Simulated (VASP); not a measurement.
Input of a VASP 6.6.1 run:

INCAR

```
SYSTEM = Ga3Sn
ALGO = Normal ; EDIFF = 1E-7
ENCUT = 520 ; GGA = PS
ISIF = 2 ; ISMEAR = 1
LASPH = .TRUE. ; LCHARG = .FALSE.
LREAL = .FALSE. ; LWAVE = .FALSE.
NBANDS = 34 ; NELM = 60
PREC = Accurate ; SIGMA = 0.1
```

KPOINTS

```
k-points
0
G
  4 4 4
  0 0 0
```

The input POSCAR:

```
Ga3Sn
1.0
    4.3752428700      0.0000000000      0.0000000000
    0.0000000000      4.3752428700      0.0000000000
    0.0000000000      0.0000000000      4.3752428700
Ga Sn
3 1
Direct
    0.0012477979      0.4982228640      0.5017771360
    0.5017771360     -0.0012477979      0.5017771360
    0.5017771360      0.4982228640      0.0012477979
    0.0020546901     -0.0020546901      0.0020546901
```

Potentials or basis: VASP PAW PBE potentials, release 64 (Ga_d, Sn_d).

Run with:

```sh
$ cat potpaw_PBE.64/Ga_d/POTCAR potpaw_PBE.64/Sn_d/POTCAR > POTCAR
$ mpirun -np 1 vasp_std > vasp.out
```

Problem. What does it give for the pressure?

Solution. -2.4 GPa.

Caveat: the PAW data sets were made with another functional, which shifts forces and pressure a little.
